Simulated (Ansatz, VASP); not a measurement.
Two plane-wave programs on Ta

```
Ta
1.0
    -1.60174    1.60174    1.60174
     1.60174   -1.60174    1.60174
     1.60174    1.60174   -1.60174
Ta
1
Cartesian
  0.0000 0.0000 0.0000
```

Change from the starting cell: strain -0.030 along x and y, -0.030 along z, atoms carried along.

Alike in both runs: task single point; functional PBE; k mesh 20 × 20 × 20; occupations gaussian, width 0.15 eV; no spin polarisation.

```csv
,VASP,Ansatz
version,VASP 6.6.1,Ansatz 0.2.0
potentials or method,"VASP PAW PBE potentials, release 64 (Ta_pv), cutoff 520 eV","scalar-relativistic, plane waves, PAW"
valence electrons in the cell,11,13
```

```csv
,VASP,Ansatz,Ansatz less VASP
gap on the k mesh at the Fermi level (eV),none,none,-
pressure (GPa),25.9,25.6,-0.31
```

A gap of «none» marks a metal or a gap that the smearing closes. VASP's potentials hold 11 valence electrons a cell and Ansatz's 13, so a difference there can come from the potentials and not from the codes.

Neither program's run includes spin-orbit coupling.
